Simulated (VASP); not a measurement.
Set up this calculation in VASP 6.6.1, as the native input.

| Quantity | Value |
| --- | --- |
| Task | relaxation of cell and atoms |
| Functional | PBE |
| Potentials or basis | VASP PAW PBE potentials, release 64 (Hf_pv, Si, O, F) |
| Cutoff | 600 eV |
| k mesh | 6 × 6 × 2 |
| Occupations | gaussian, width 0.1 eV |
| Spin | no spin polarisation |
| Dipole correction | no |
| Further INCAR settings | ALGO = Normal; EDIFF = 1e-07; IBRION = 2; EDIFFG = -0.04; NSW = 90; ISIF = 3 |

The structure of Hf2SiOF2 lies in POSCAR:

```
Hf2SiOF2
1.0
    3.1912686921      0.0000000000      0.0000000000
    0.0000000000      3.1912686921      0.0000000000
    0.0000000000      0.0000000000      7.8489256740
Hf Si O F
2 1 1 2
Direct
    0.5000000000      0.0000000000      0.3350830064
    0.0000000000      0.5000000000      0.6649169936
    0.5000000000      0.5000000000      0.0000000000
    0.0000000000      0.0000000000      0.0000000000
    0.5000000000      0.0000000000      0.7071092511
    0.0000000000      0.5000000000      0.2928907489
```

The cell was generated, and may not be a known phase.

One way to write it, as run:

INCAR

```
SYSTEM = Hf2SiOF2
  PREC = Accurate
  ENCUT = 600
  EDIFF = 1E-7
  ISMEAR = 0
  SIGMA = 0.1
  LREAL = .False.
  LASPH = .True.
  NELM = 80
  ALGO = Normal
  ISIF = 3
  LWAVE = .False.
  LCHARG = .False.
  GGA = PE
  IBRION = 2
  NSW = 90
  EDIFFG = -0.04
```

KPOINTS

```
regular mesh
0
Gamma
  6 6 2
  0 0 0
```

Potentials or basis: VASP PAW PBE potentials, release 64 (Hf_pv, Si, O, F).

Run with:

```console
$ cat potpaw_PBE.64/Hf_pv/POTCAR potpaw_PBE.64/Si/POTCAR potpaw_PBE.64/O/POTCAR potpaw_PBE.64/F/POTCAR > POTCAR
$ mpirun -np 1 vasp_std > vasp.out
```

Results of the run:

* Relaxed volume: 13.24 Å³/atom
* Relaxed cell: a = 3.158 Å, b = 3.158 Å, c = 7.965 Å, α = 90.00°, β = 90.00°, γ = 90.00°
* Space group after relaxing (to 0.1 Å): P-4m2 (No. 115)
* Energy gained by relaxing: 2.6 meV/atom
* Ionic steps: 7
* Pressure after relaxing: -0.1 GPa
* Largest force after relaxing: 0.008 eV/Å
* Band gap on the k mesh: zero (bands 22 and 23 overlap by 0.77 eV)

Caveat: the k points lie up to 0.39 Å⁻¹ apart in the final cell, too coarse for converged energies and pressures of a metal; spin-orbit coupling is left out, which moves the levels of the heavy elements.

It took 7.4 min on 1 thread of Intel Xeon 8259CL, with other jobs on the host, peak memory 0.26 GiB.
